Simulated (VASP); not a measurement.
Write the native input for VASP 6.6.1 that does the following.

```yaml
Task: single point
Functional: r2SCAN
Potentials_or_basis: VASP PAW PBE potentials, release 64 (B)
Cutoff: 520 eV
k_mesh: 36 × 36 × 14
Occupations: gaussian, width 0.15 eV
Spin: no spin polarisation
Dipole_correction: no
Further_INCAR_settings: ALGO = Normal; EDIFF = 1e-06; NBANDS = 8
```

The system is B.

```
B
1.0
     1.64920    0.00000    0.00000
    -0.82460    1.42825    0.00000
     0.00000    0.00000    3.87391
B
1
Cartesian
  0.0000 0.0000 0.0000
```

This cell differs from its parent crystal: ratio of the length along z to the lengths across it x 1.1, volume and fractional coordinates fixed.

One way to write it, as run:

POSCAR

```
B
1.0
    1.6491972967      0.0000000000      0.0000000000
   -0.8245986483      1.4282467548      0.0000000000
    0.0000000000      0.0000000000      3.8739147206
B
1
Direct
    0.0000000000      0.0000000000      0.0000000000
```

INCAR.step1

```
SYSTEM = B
  ALGO = Normal
  EDIFF = 1E-4
  ENCUT = 520
  GGA = PE
  ISMEAR = 0
  LASPH = .TRUE.
  LCHARG = .FALSE.
  LREAL = .FALSE.
  LWAVE = .TRUE.
  NBANDS = 8
  NELM = 100
  PREC = Accurate
  SIGMA = 0.15
```

INCAR.step2

```
SYSTEM = B
  ALGO = Normal
  EDIFF = 1E-6
  ENCUT = 520
  ISIF = 2
  ISMEAR = 0
  ISTART = 1
  LASPH = .TRUE.
  LCHARG = .FALSE.
  LMIXTAU = .TRUE.
  LREAL = .FALSE.
  LWAVE = .FALSE.
  METAGGA = R2SCAN
  NBANDS = 8
  NELM = 100
  PREC = Accurate
  SIGMA = 0.15
```

KPOINTS

```
k-points
0
G
  36 36 14
  0 0 0
```

Potentials or basis: VASP PAW PBE potentials, release 64 (B).

Run with:

```sh
$ cat potpaw_PBE.64/B/POTCAR > POTCAR
$ cp INCAR.step1 INCAR
$ mpirun -np 1 vasp_std > vasp.out
$ cp INCAR.step2 INCAR
$ mpirun -np 1 vasp_std > vasp.out
```

It gave:

```json
{"Pressure": "20.6 GPa"}
```

Caveat: the PAW data sets were made with another functional, which shifts forces and pressure a little.

Wall time 2.1 min on 1 thread of Intel Xeon 6975P-C, with other jobs on the host, peak memory 0.17 GiB.
